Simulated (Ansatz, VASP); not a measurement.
Two plane-wave programs on Sr4HfO

```
Sr Hf O
1.0
     3.42438    0.00000    0.00000
    -1.71219    2.96560    0.00000
     0.00000    0.00000   13.57151
Sr Hf O
4 1 1
Direct
  0.66667 0.33333 0.62764
  0.00000 0.00000 0.87715
  0.00000 0.00000 0.12285
  0.66667 0.33333 0.37236
  0.00000 0.00000 0.50000
  0.66667 0.33333 0.00000
```

Change from the starting cell: species swapped into the NbWSe4 type (P-6m2, No. 187).

Alike in both runs: task relaxation of cell and atoms; functional PBE; k mesh 6 × 6 × 2; occupations gaussian, width 0.1 eV; no spin polarisation.

|  | VASP | Ansatz |
| --- | --- | --- |
| version | VASP 6.6.1 | Ansatz 0.2.0 |
| potentials or method | VASP PAW PBE potentials, release 64 (Sr_sv, Hf_pv, O), cutoff 600 eV | scalar-relativistic, plane waves, PAW |
| valence electrons in the cell | 56 | 72 |

```tsv
	VASP	Ansatz	Ansatz less VASP
gap on the k mesh at the Fermi level, each at its own relaxed structure (eV)	none	none	-
relaxed volume (Å³/atom)	32.10	32.17	+0.072
relaxed cell length with the largest relative difference (Å)	3.715	3.718	+0.0029
```

A gap of «none» marks a metal or a gap that the smearing closes. VASP's potentials hold 56 valence electrons a cell and Ansatz's 72, so a difference there can come from the potentials and not from the codes.

Neither program's run includes spin-orbit coupling. Noted on VASP's run: the volume moved by over 15 % at a fixed basis, so the end points are rough.
